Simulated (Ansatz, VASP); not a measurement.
## Two plane-wave programs on Ta3BiO3

```
Ta Bi O
1.0
     3.99052   -3.14715    0.00555
     3.99052    3.14715    0.00555
    -2.98817    0.00000    4.88574
Ta Bi O
3 1 3
Direct
  0.64775 0.64775 0.12882
  0.70721 0.25188 0.43236
  0.25188 0.70721 0.43236
  0.20416 0.20416 0.94665
  0.50736 0.95612 0.44884
  0.95612 0.50736 0.44884
  0.55138 0.55138 0.73423
```

Change from the starting cell: species swapped into the Zn3SbN3 type (Cm, No. 8).

Alike in both runs: functional PBE; k mesh 8 × 8 × 6; occupations gaussian, width 0.1 eV; no spin polarisation.

Ansatz relaxed the structure, and its values are those at the end. VASP's run is a single point on that final structure, the one shown.

|  | VASP | Ansatz |
| --- | --- | --- |
| version | VASP 6.6.1 | Ansatz 0.2.0 |
| potentials or method | VASP PAW PBE potentials, release 64 (Ta_pv, Bi_d, O), cutoff 520 eV | scalar-relativistic, plane waves, PAW |
| valence electrons in the cell | 66 | 72 |

```tsv
	VASP	Ansatz	Ansatz less VASP
gap on the k mesh at the Fermi level (eV)	none	none	-
pressure (GPa)	0.3	0.0	-0.31
rms of the force components (eV/Å)	0.019	0.004	-0.0151
```

A gap of «none» marks a metal or a gap that the smearing closes. With one functional, cell and mesh, what is left measures potentials, basis and numerics. VASP's potentials hold 66 valence electrons a cell and Ansatz's 72, so a difference there can come from the potentials and not from the codes.

Spin-orbit coupling is off throughout.
